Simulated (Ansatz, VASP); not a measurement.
**AlAs4: VASP beside Ansatz**

INCAR

```
SYSTEM = AlAs4
PREC     = Accurate       ! precision mode
ENCUT    = 600            ! plane-wave cutoff, eV
EDIFF    = 1E-7           ! SCF threshold, eV
ISMEAR   = 0              ! smearing method
SIGMA    = 0.2            ! smearing width, eV
LREAL    = .False.        ! projectors in reciprocal space
LASPH    = .True.         ! aspherical terms in the spheres
NELM     = 60             ! most SCF steps
ALGO     = Normal         ! electronic algorithm
ISIF     = 3              ! what is computed and relaxed
LWAVE    = .False.        ! write WAVECAR
LCHARG   = .False.        ! write CHGCAR
GGA      = PE             ! functional
IBRION   = 2              ! ionic algorithm
NSW      = 36             ! ionic steps
EDIFFG   = -0.08          ! ionic threshold
```

Contents of KPOINTS:

```
Automatic mesh
0
Gamma
  5 5 1
  0 0 0
```

File POSCAR:

```
AlAs4
1.0
    3.8500000000      0.0000000000      0.0000000000
   -1.9250000000      3.3341978000      0.0000000000
    0.0000000000      0.0000000000     16.5000000000
Al As
2 8
Direct
    0.3333333300      0.6666666700      0.0740000000
    0.6666666700      0.3333333300      0.9260000000
    0.6666666700      0.3333333300      0.0800000000
    0.3333333300      0.6666666700      0.9200000000
    0.0000000000      0.0000000000      0.2330000000
    0.3333333300      0.6666666700      0.3120000000
    0.6666666700      0.3333333300      0.4610000000
    0.3333333300      0.6666666700      0.5390000000
    0.0000000000      0.0000000000      0.7670000000
    0.6666666700      0.3333333300      0.6880000000
```

Input for Ansatz:

```yaml
crystal:
  lattice:
    - [3.85, 0.0, 0.0]
    - [-1.925, 3.3341978, 0.0]
    - [0.0, 0.0, 16.5]
  atoms:
    - { symbol: Al, position: [0.33333333, 0.66666667, 0.074] }
    - { symbol: Al, position: [0.66666667, 0.33333333, 0.926] }
    - { symbol: As, position: [0.66666667, 0.33333333, 0.08] }
    - { symbol: As, position: [0.33333333, 0.66666667, 0.92] }
    - { symbol: As, position: [0.0, 0.0, 0.233] }
    - { symbol: As, position: [0.33333333, 0.66666667, 0.312] }
    - { symbol: As, position: [0.66666667, 0.33333333, 0.461] }
    - { symbol: As, position: [0.33333333, 0.66666667, 0.539] }
    - { symbol: As, position: [0.0, 0.0, 0.767] }
    - { symbol: As, position: [0.66666667, 0.33333333, 0.688] }
basis:
  ecutwfc: 420
kpoints:
  mp_grid: { grid: [5, 5, 1] }
hamiltonian:
  xc: pbe
scf:
  occupations: { method: gaussian, width: 0.2 }
  lower_state_search: "off"
output:
  forces: true
  stress: true
  eigenvalues: true
relax:
  adjacent_minimum: "off"
  f_tol: 0.08
  max_steps: 16
  cell: { stress_tol: 0.8 }
```

Alike in both runs: task relaxation of cell and atoms; functional PBE; k mesh 5 × 5 × 1; occupations gaussian, width 0.2 eV; no spin polarisation.

|  | VASP | Ansatz |
| --- | --- | --- |
| version | VASP 6.6.1 | Ansatz 0.2.0 |
| potentials or method | VASP PAW PBE potentials, release 64 (Al, As), cutoff 600 eV | scalar-relativistic, plane waves, PAW |
| valence electrons in the cell | 46 | 126 |

|  | VASP | Ansatz | Ansatz less VASP |
| --- | --- | --- | --- |
| gap on the k mesh at the Fermi level, each at its own relaxed structure (eV) | 0.52 | 0.49 | -0.029 |
| relaxed volume (Å³/atom) | 24.70 | 23.80 | -0.896 |
| relaxed cell length with the largest relative difference (Å) | 19.025 | 18.182 | -0.8427 |

VASP's potentials hold 46 valence electrons a cell and Ansatz's 126, so a difference there can come from the potentials and not from the codes.

Noted on VASP's run: the volume moved by over 15 % at a fixed basis, so the end points are rough.
